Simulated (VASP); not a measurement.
# MoS2 (Amm2) in VASP: notebook

The runs below take MoS2 through single point, with PBE.

Program: VASP 6.6.1. These are calculated values, not measurements. Logs are shortened: lines on timing, memory, paths and dates and some standing lists are left out, and cuts for length are marked.

## 1. The cell of the first run

It takes space group Amm2 (No. 38, orthorhombic). Conventional cell: a = 14.510 Å, b = 3.186 Å, c = 5.518 Å, α = 90.00°, β = 90.00°, γ = 90.00°. Within 3.0 Å of Mo (site symmetry mm2) lie 6 S at 2.27 to 2.81 Å. Within 2.7 Å of Mo (site symmetry mm2) lie 6 S at 2.06 to 2.64 Å. Within 2.7 Å of S (site symmetry m) lie 3 Mo at 2.06 to 2.64 Å. S (site symmetry m) has 3 Mo at 2.27 to 2.81 Å within 3.0 Å.

## 2. Single point, PBE (all Mo atoms moved -0.500 Å, as atom 1 along Cartesian [0 1 0])

INCAR reads:

```
ALGO = Normal ; EDIFF = 1E-6
ENCUT = 500 ; GGA = PE
GGA_COMPAT = F ; ISIF = 2
ISMEAR = 0 ; LASPH = T
LCHARG = F ; LREAL = F
LWAVE = F ; NBANDS = 35
NELM = 120 ; PREC = Accurate
SIGMA = 0.05
```

KPOINTS reads:

```
k-points
0
Gamma
  12 12 2
```

POSCAR reads:

```
MoS2
1.0
    3.1855822578      0.0000000000      0.0000000000
   -1.5927911289      2.7587951611      0.0000000000
    0.0000000000      0.0000000000     14.5104515858
Mo S
2 4
Direct
    0.2427140646      0.4854281293      0.2500000000
    0.5760473980      0.1520947959      0.7500000000
    0.3333333333      0.6666666667      0.6423151295
    0.6666666667      0.3333333333      0.1423151295
    0.3333333333      0.6666666667      0.8576848705
    0.6666666667      0.3333333333      0.3576848705
```

Potentials or basis: VASP PAW PBE potentials, release 64 (Mo_sv, S).

Started as:

```
$ cat potpaw_PBE.64/Mo_sv/POTCAR potpaw_PBE.64/S/POTCAR > POTCAR
$ mpirun -np 1 vasp_std > vasp.out
```

OUTCAR:

```text
EDIFF = 1E-6
   ENCUT = 500
   GGA = PE
   ISIF = 2
   ISMEAR = 0
   LASPH = T
   LREAL = F
   NELM = 120
   PREC = Accurate

 ion  position               nearest neighbor table
   1  0.243  0.485  0.250-   4 2.27   6 2.27   4 2.27   6 2.27   4 2.81   6 2.81
   2  0.576  0.152  0.750-   3 2.06   5 2.06   3 2.64   5 2.64   3 2.64   5 2.64
   3  0.333  0.667  0.642-   2 2.06   2 2.64   2 2.64
   4  0.667  0.333  0.142-   1 2.27   1 2.27   1 2.81
   5  0.333  0.667  0.858-   2 2.06   2 2.64   2 2.64
   6  0.667  0.333  0.358-   1 2.27   1 2.27   1 2.81

  LATTYP: Found a hexagonal cell.
 ALAT       =     3.1855822578
 C/A-ratio  =     4.5550390514

  Lattice vectors:

 A1 = (   3.1855822578,   0.0000000000,   0.0000000000)
 A2 = (  -1.5927911289,   2.7587951611,   0.0000000000)
 A3 = (   0.0000000000,   0.0000000000,  14.5104515858)

Analysis of symmetry for initial positions (statically):
=====================================================================
 Subroutine PRICEL returns:
 Original cell was already a primitive cell.

 Routine SETGRP: Setting up the symmetry group for a
 hexagonal supercell.

 Subroutine GETGRP returns: Found  4 space group operations
 (whereof  2 operations were pure point group operations)
 out of a pool of 24 trial point group operations.

The static configuration has the point symmetry C_1h.
 The point group associated with its full space group is C_2v.

Analysis of symmetry for dynamics (positions and initial velocities):
=====================================================================
 Subroutine PRICEL returns:
 Original cell was already a primitive cell.

 Routine SETGRP: Setting up the symmetry group for a
 hexagonal supercell.

 Subroutine GETGRP returns: Found  4 space group operations
 (whereof  2 operations were pure point group operations)
 out of a pool of 24 trial point group operations.

The dynamic configuration has the point symmetry C_1h.
 The point group associated with its full space group is C_2v.

 Subroutine INISYM returns: Found  4 space group operations
 (whereof  2 operations are pure point group operations),
 and found     1 'primitive' translations

----------------------------------------------------------------------------------------

                                     Primitive cell

  volume of cell :     127.5232

[... 84 lines left out ...]
   NGX,Y,Z   is equivalent  to a cutoff of  12.52, 12.52, 12.37 a.u.
   NGXF,Y,Z  is equivalent  to a cutoff of  25.05, 25.05, 24.75 a.u.
 SYSTEM =  unknown system
   PREC   = accura    normal or accurate (medium, high low for compatibility)
   ISTART =      0    job   : 0-new  1-cont  2-samecut
   ICHARG =      2    charge: 1-file 2-atom 10-const
   ISPIN  =      1    spin polarized calculation?
   LNONCOLLINEAR =      F non collinear calculations
   LSORBIT =      F    spin-orbit coupling
   LASPH  =      T    aspherical Exc in radial PAW
   ENCUT  =  500.0 eV  36.75 Ry    6.06 a.u.   5.81  5.81 26.46*2*pi/ulx,y,z
   NELM   =    120;   NELMIN=  2; NELMDL= -5     # of ELM steps
   EDIFF  = 0.1E-05   stopping-criterion for ELM
   LREAL  =      F    real-space projection
[... 7 lines left out ...]
   TEBEG  =    0.0;   TEEND  =   0.0 temperature during run
   PSTRESS=    0.0 pullay stress
   NELECT =      52.0000    total number of electrons
   NUPDOWN=      -1.0000    fix difference up-down
   EMIN   =  10.00;   EMAX   =-10.00  energy-range for DOS
   EFERMI =   0.00;   METHOD = LEGACY
   ISMEAR =     0;   SIGMA  =   0.05  broadening in eV -4-tet -1-fermi 0-gaus
   EFERMI_NEDOS =   21; number of points for ismear=-14 and -15
   IALGO  =     38    algorithm
   IMIX   =      4    mixing-type and parameters
     AMIX     =   0.40;   BMIX     =  1.00
     AMIX_MAG =   1.60;   BMIX_MAG =  1.00
  volume/ion in A,a.u.               =      21.25       143.43
  Fermi-wavevector in a.u.,A,eV,Ry     =   1.213984  2.294097 20.051675  1.473757
  Thomas-Fermi vector in A             =   2.349418
   LORBIT       =      0    0 simple, 1 ext, 2 COOP (PROOUT), +10 PAW based schemes
   GGA     = PE    functional components
   LHFCALC =     F    Hartree Fock is set to
   AEXX    =    0.0000 exact exchange contribution
   IVDW    =     0    specifies the selected vdW correction
   LEPSILON=     F    determine dielectric tensor
   LRPA    =     F    only Hartree local field effects (RPA)
 non-spin polarized calculation
 Gauss-broadening in eV      SIGMA  =   0.05
  energy-cutoff  :      500.00
  volume of cell :      127.52
 maximum number of plane-waves:      3263
   NGX = 11   NGY = 11   NGZ = 53

 number of electron      52.0000011 magnetization

 Free energy of the ion-electron system (eV)
  ---------------------------------------------------
  ext. energy  EPLUGINS =         0.00000000
  ---------------------------------------------------
  free energy    TOTEN  =       -39.35780724 eV

  energy without entropy =      -39.35608203  energy(sigma->0) =      -39.35694464

 E-fermi :   5.7907     XC(G=0):  -9.5615

 val. band max:        5.7881978868   @ k =   0.5000  -0.0000   0.0000
 cond. band min:       5.7915590920   @ k =   0.5000  -0.0000   0.5000
 fundamental gap:      0.0033612052
 Fermi energy:         5.7907287627

 k-point     1 :       0.0000    0.0000    0.0000
  band No.  band energies     occupation
      1     -55.9313      2.00000
      2     -55.8890      2.00000
      3     -30.3840      2.00000
      4     -30.2107      2.00000
      5     -29.9678      2.00000
      6     -29.9198      2.00000
[... 901 lines left out ...]
     34      10.5129      0.00000
     35      11.7072      0.00000

 [... further k-points ...]
[... 5 lines left out ...]
  --------------------------------------------------------------------------------------
  -------------------------------------------------------------------------------------
  Total        6.0530445      7.9336891     16.1907787      0.0000000      0.0000000      0.0000000
  in kB       76.0493041     99.6773660    203.4178742      0.0000000      0.0000000      0.0000000
  external PRESSURE =     126.3815147 kB  Pullay stress =       0.0000000 kB

 VOLUME and BASIS-vectors are now :
 -----------------------------------------------------------------------------
  energy-cutoff  :      500.00
  volume of cell :      127.52
      direct lattice vectors                 reciprocal lattice vectors
     3.185582258  0.000000000  0.000000000     0.313914355  0.181238537  0.000000000
    -1.592791129  2.758795161  0.000000000     0.000000000  0.362477075  0.000000000
     0.000000000  0.000000000 14.510451586     0.000000000  0.000000000  0.068915843

 POSITION                                       TOTAL-FORCE (eV/Angst)
 -----------------------------------------------------------------------------------
     -0.00000      1.33920      3.62761         0.000000      6.254893      0.000000
      1.59279      0.41960     10.88284        -0.000000      8.792903      0.000000
     -0.00000      1.83920      9.32028        -0.000000     -4.395956     -3.215217
      1.59279      0.91960      2.06506         0.000000     -3.127942     -1.987067
     -0.00000      1.83920     12.44539        -0.000000     -4.395956      3.215217
      1.59279      0.91960      5.19017         0.000000     -3.127942      1.987067
 -----------------------------------------------------------------------------------
    total drift:                                0.000001     -0.000012      0.000000

  FREE ENERGIE OF THE ION-ELECTRON SYSTEM (eV)
  ---------------------------------------------------
  free  energy   TOTEN  =       -39.3578072423 eV

  energy  without entropy=      -39.3560820308  energy(sigma->0) =      -39.35694464
```

It took 7 min on 1 thread of Oxide Virtual Turin-like, shared host; peak memory 0.39 GiB.

Results:

```yaml
Free_energy: -39.3578 eV
Pressure: 12.6 GPa
Largest_force: 8.793 eV/Å
Band_gap_on_the_k_mesh: zero (bands 26 and 27 overlap by 0.44 eV)
```

Forces in eV/Å, atoms in the order of the input:
```
Mo   0.000  6.255  0.000
Mo   0.000  8.793  0.000
S    0.000 -4.396 -3.215
S    0.000 -3.128 -1.987
S    0.000 -4.396  3.215
S    0.000 -3.128  1.987
```

Caveat: the cell differs from its parent crystal (all Mo atoms moved -0.500 Å, as atom 1 along Cartesian [0 1 0]); the stress differs along the axes, from 8 to 20 GPa; this functional lacks dispersion, which binds layers or chains, so the pressure and a relaxed spacing across them are unreliable; forces of over 1 eV/Å act on the atoms, so gaps and moduli don't describe the material at rest.

## 3. Single point, PBE (all Mo atoms moved +0.375 Å, as atom 1 along Cartesian [0 1 0])

INCAR is that of step 2.

KPOINTS is that of step 2.

POSCAR: that of step 2 with these lines changed.

```diff
@@ -8,4 +8,4 @@
 Direct
-    0.2427140646      0.4854281293      0.2500000000
-    0.5760473980      0.1520947959      0.7500000000
+    0.4012977849      0.8025955697      0.2500000000
+    0.7346311182      0.4692622364      0.7500000000
     0.3333333333      0.6666666667      0.6423151295
```

Potentials or basis: VASP PAW PBE potentials, release 64 (Mo_sv, S).

Started as:

```
$ cat potpaw_PBE.64/Mo_sv/POTCAR potpaw_PBE.64/S/POTCAR > POTCAR
$ mpirun -np 1 vasp_std > vasp.out
```

It took 5.2 min on 1 thread of Oxide Virtual Turin-like, shared host; peak memory 0.39 GiB.

Results (log left out):

- Free energy: -41.1137 eV
- Pressure: 7.2 GPa
- Largest force: 7.080 eV/Å
- Band gap on the k mesh: 0.03 eV (least direct gap 0.39 eV)

Forces on the atoms (eV/Å):
```
Mo   0.000 -7.080  0.000
Mo   0.000 -5.871  0.000
S    0.000  2.936 -1.249
S    0.000  3.540 -1.757
S    0.000  2.936  1.249
S    0.000  3.540  1.757
```

Stress tensor (GPa, compression positive):
```
 4.97  0.00  0.00
 0.00  5.01  0.00
 0.00  0.00 11.74
```

Levels at points of the mesh, in eV from the valence-band top:
| k point | band 24 | band 25 | band 26 | band 27 | band 28 | band 29 |
| --- | --- | --- | --- | --- | --- | --- |
| (0.00, 0.00, 0.00) | -0.75 | -0.58 | -0.36 | 0.03 | 0.10 | 1.11 |
| (0.50, 0.00, 0.00) | -2.21 | -0.38 | 0.00 | 1.11 | 1.26 | 1.45 |
| (0.00, 0.50, 0.00) | -1.92 | -1.58 | -0.91 | 1.24 | 1.50 | 1.93 |
| (0.00, 0.00, 0.50) | -0.88 | -0.58 | -0.36 | 0.03 | 0.10 | 1.11 |
| (0.50, 0.00, 0.50) | -2.21 | -0.38 | 0.00 | 1.11 | 1.26 | 1.44 |
| (0.00, 0.50, 0.50) | -1.92 | -1.58 | -0.91 | 1.24 | 1.50 | 1.92 |

Caveat: the cell differs from its parent crystal (all Mo atoms moved +0.375 Å, as atom 1 along Cartesian [0 1 0]); the stress differs along the axes, from 5 to 12 GPa; this functional lacks dispersion, which binds layers or chains, so the pressure and a relaxed spacing across them are unreliable; forces of over 1 eV/Å act on the atoms, so gaps and moduli don't describe the material at rest.

## 4. Single point, PBE (all Mo atoms moved -0.250 Å, as atom 1 along Cartesian [0 1 0])

INCAR reads:

```
ALGO = Normal
EDIFF = 1E-6
ENCUT = 500
GGA = PE
GGA_COMPAT = False
ISIF = 2
ISMEAR = 0
LASPH = True
LCHARG = False
LREAL = False
LWAVE = False
NBANDS = 35
NELM = 120
PREC = Accurate
SIGMA = 0.05
```

KPOINTS is that of step 3.

POSCAR: that of step 3 with these lines changed.

```diff
@@ -8,4 +8,4 @@
 Direct
-    0.4012977849      0.8025955697      0.2500000000
-    0.7346311182      0.4692622364      0.7500000000
+    0.2880236990      0.5760473980      0.2500000000
+    0.6213570323      0.2427140646      0.7500000000
     0.3333333333      0.6666666667      0.6423151295
```

Potentials or basis: VASP PAW PBE potentials, release 64 (Mo_sv, S).

Started as:

```
$ cat potpaw_PBE.64/Mo_sv/POTCAR potpaw_PBE.64/S/POTCAR > POTCAR
$ mpirun -np 1 vasp_std > vasp.out
```

OUTCAR:

```text
EDIFF = 1E-6
   ENCUT = 500
   GGA = PE
   ISIF = 2
   ISMEAR = 0
   LASPH = True
   LREAL = False
   NELM = 120
   PREC = Accurate

 ion  position               nearest neighbor table
   1  0.288  0.576  0.250-   4 2.33   6 2.33   4 2.33   6 2.33   4 2.61   6 2.61
   2  0.621  0.243  0.750-   3 2.23   5 2.23   3 2.52   5 2.52   3 2.52   5 2.52
   3  0.333  0.667  0.642-   2 2.23   2 2.52   2 2.52
   4  0.667  0.333  0.142-   1 2.33   1 2.33   1 2.61
   5  0.333  0.667  0.858-   2 2.23   2 2.52   2 2.52
   6  0.667  0.333  0.358-   1 2.33   1 2.33   1 2.61

  LATTYP: Found a hexagonal cell.
 ALAT       =     3.1855822578
 C/A-ratio  =     4.5550390514

  Lattice vectors:

 A1 = (   3.1855822578,   0.0000000000,   0.0000000000)
 A2 = (  -1.5927911289,   2.7587951611,   0.0000000000)
 A3 = (   0.0000000000,   0.0000000000,  14.5104515858)

Analysis of symmetry for initial positions (statically):
=====================================================================
 Subroutine PRICEL returns:
 Original cell was already a primitive cell.

 Routine SETGRP: Setting up the symmetry group for a
 hexagonal supercell.

 Subroutine GETGRP returns: Found  4 space group operations
 (whereof  2 operations were pure point group operations)
 out of a pool of 24 trial point group operations.

The static configuration has the point symmetry C_1h.
 The point group associated with its full space group is C_2v.

Analysis of symmetry for dynamics (positions and initial velocities):
=====================================================================
 Subroutine PRICEL returns:
 Original cell was already a primitive cell.

 Routine SETGRP: Setting up the symmetry group for a
 hexagonal supercell.

 Subroutine GETGRP returns: Found  4 space group operations
[... 124 lines left out ...]
   NUPDOWN=      -1.0000    fix difference up-down
   EMIN   =  10.00;   EMAX   =-10.00  energy-range for DOS
   EFERMI =   0.00;   METHOD = LEGACY
   ISMEAR =     0;   SIGMA  =   0.05  broadening in eV -4-tet -1-fermi 0-gaus
   EFERMI_NEDOS =   21; number of points for ismear=-14 and -15
   IALGO  =     38    algorithm
   IMIX   =      4    mixing-type and parameters
     AMIX     =   0.40;   BMIX     =  1.00
     AMIX_MAG =   1.60;   BMIX_MAG =  1.00
  volume/ion in A,a.u.               =      21.25       143.43
  Fermi-wavevector in a.u.,A,eV,Ry     =   1.213984  2.294097 20.051675  1.473757
  Thomas-Fermi vector in A             =   2.349418
   LORBIT       =      0    0 simple, 1 ext, 2 COOP (PROOUT), +10 PAW based schemes
   GGA     = PE    functional components
   LHFCALC =     F    Hartree Fock is set to
   AEXX    =    0.0000 exact exchange contribution
   IVDW    =     0    specifies the selected vdW correction
   LEPSILON=     F    determine dielectric tensor
   LRPA    =     F    only Hartree local field effects (RPA)
 non-spin polarized calculation
 Gauss-broadening in eV      SIGMA  =   0.05
  energy-cutoff  :      500.00
  volume of cell :      127.52
 maximum number of plane-waves:      3263
   NGX = 11   NGY = 11   NGZ = 53

 number of electron      52.0000007 magnetization

 Free energy of the ion-electron system (eV)
  ---------------------------------------------------
  ext. energy  EPLUGINS =         0.00000000
  ---------------------------------------------------
  free energy    TOTEN  =       -42.51983010 eV

  energy without entropy =      -42.51983010  energy(sigma->0) =      -42.51983010

 E-fermi :   5.3156     XC(G=0):  -9.5783

 val. band max:        5.0573691162   @ k =   0.5000  -0.0000   0.0000
 cond. band min:       6.2667044152   @ k =   0.0000   0.0000   0.5000
 fundamental gap:      1.2093352990
 Fermi energy:         5.3156357199

 k-point     1 :       0.0000    0.0000    0.0000
  band No.  band energies     occupation
      1     -56.0591      2.00000
      2     -56.0231      2.00000
      3     -30.2407      2.00000
      4     -30.2370      2.00000
      5     -30.0369      2.00000
      6     -29.9805      2.00000
[... 901 lines left out ...]
     34       9.9135      0.00000
     35      11.9394      0.00000

 [... further k-points ...]
[... 5 lines left out ...]
  --------------------------------------------------------------------------------------
  -------------------------------------------------------------------------------------
  Total        1.8721971      1.6018321      4.1632486      0.0000000      0.0000000      0.0000000
  in kB       23.5219298     20.1251144     52.3062659      0.0000000      0.0000000      0.0000000
  external PRESSURE =      31.9844367 kB  Pullay stress =       0.0000000 kB

 VOLUME and BASIS-vectors are now :
 -----------------------------------------------------------------------------
  energy-cutoff  :      500.00
  volume of cell :      127.52
      direct lattice vectors                 reciprocal lattice vectors
     3.185582258  0.000000000  0.000000000     0.313914355  0.181238537  0.000000000
    -1.592791129  2.758795161  0.000000000     0.000000000  0.362477075  0.000000000
     0.000000000  0.000000000 14.510451586     0.000000000  0.000000000  0.068915843

 POSITION                                       TOTAL-FORCE (eV/Angst)
 -----------------------------------------------------------------------------------
      0.00000      1.58920      3.62761        -0.000000      4.401755      0.000000
      1.59279      0.66960     10.88284         0.000000      4.913958      0.000000
     -0.00000      1.83920      9.32028         0.000000     -2.456853     -0.745405
      1.59279      0.91960      2.06506         0.000000     -2.201003     -0.595429
     -0.00000      1.83920     12.44539         0.000000     -2.456853      0.745405
      1.59279      0.91960      5.19017         0.000000     -2.201003      0.595429
 -----------------------------------------------------------------------------------
    total drift:                                0.000001     -0.000849      0.000000

  FREE ENERGIE OF THE ION-ELECTRON SYSTEM (eV)
  ---------------------------------------------------
  free  energy   TOTEN  =       -42.5198300959 eV

  energy  without entropy=      -42.5198300959  energy(sigma->0) =      -42.51983010
```

stdout:

```text
POSCAR found type information on POSCAR MoS
 POSCAR found :  2 types and       6 ions
 scaLAPACK will be used
 LDA part: xc-table for (Slater+PW92), standard interpolation
 POSCAR, INCAR and KPOINTS ok, starting setup
 FFT: planning ... GRIDC
 FFT: planning ... GRID_SOFT
 FFT: planning ... GRID
 WAVECAR not read
 entering main loop
```

Run time: 4.3 min. Hardware: 1 thread of Oxide Virtual Turin-like, shared host; peak memory 0.39 GiB.

Results:

```
Free energy            : -42.5198 eV
Pressure               : 3.2 GPa
Largest force          : 4.914 eV/Å
Band gap on the k mesh : 1.21 eV (least direct gap 1.30 eV)
```

Forces in eV/Å, atoms in the order of the input:
```
Mo   0.000  4.402  0.000
Mo   0.000  4.914  0.000
S    0.000 -2.457 -0.745
S    0.000 -2.201 -0.595
S    0.000 -2.457  0.745
S    0.000 -2.201  0.595
```

Caveat: the cell differs from its parent crystal (all Mo atoms moved -0.250 Å, as atom 1 along Cartesian [0 1 0]); the cell stands under pressure; this functional lacks dispersion, which binds layers or chains, so the pressure and a relaxed spacing across them are unreliable; forces of over 1 eV/Å act on the atoms, so gaps and moduli don't describe the material at rest. A k mesh can miss the band edges.

## 5. Summary

| cell | gap on the mesh (eV) | pressure (GPa) | largest force (eV/Å) |
| --- | --- | --- | --- |
| as given, atomic positions A | none | 12.6 | 8.79 |
| as given, atomic positions B | 0.03 | 7.2 | 7.08 |
| as given, atomic positions C | 1.21 | 3.2 | 4.91 |

Alike in all rows: task single point; level PBE; potentials or basis VASP PAW PBE potentials, release 64 (Mo_sv, S); no spin polarisation; k mesh 12 × 12 × 2; cutoff (eV) 500; smearing gaussian 0.05 eV.

Caveats: this functional lacks dispersion, which binds layers or chains, so the pressure and a relaxed spacing across them are unreliable; forces of over 1 eV/Å act on the atoms, so gaps and moduli don't describe the material at rest; the stress differs along the axes, from 8 to 20 GPa (at least some runs); the stress differs along the axes, from 5 to 12 GPa (at least some runs); the cell stands under pressure (at least some runs).

Absolute energies hang on the potentials; compare differences alone.
